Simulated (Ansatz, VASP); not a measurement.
One calculation of NaF, two programs

```
Na F
1.0
     0.00000    2.31472    2.31472
     2.31472    0.00000    2.31472
     2.31472    2.31472    0.00000
Na F
1 1
Direct
  0.00000 0.00000 0.00000
  0.50000 0.50000 0.50000
```

Alike in both runs: functional PBEsol; k mesh 8 × 8 × 8; occupations gaussian, width 0.02 eV; no spin polarisation.

Ansatz relaxed the structure, and its values are those at the end. VASP's run is a single point on that final structure, the one shown.

```csv
,VASP,Ansatz
version,VASP 6.6.1,Ansatz 0.2.0
potentials or method,"VASP PAW PBE potentials, release 64 (Na_pv, F), cutoff 520 eV","scalar-relativistic, plane waves, PAW"
valence electrons in the cell,14,16
```

Ansatz gave:

- gap on the k mesh at the Fermi level (eV): 6.20
- least direct gap on the mesh (eV): 6.20
- pressure (GPa): 0.0

Which values does VASP return?

gap on the k mesh at the Fermi level (eV): 6.18; least direct gap on the mesh (eV): 6.18; pressure (GPa): -0.1.

VASP's potentials were made for PBE, not for PBEsol. VASP's potentials hold 14 valence electrons a cell and Ansatz's 16, so a difference there can come from the potentials and not from the codes.
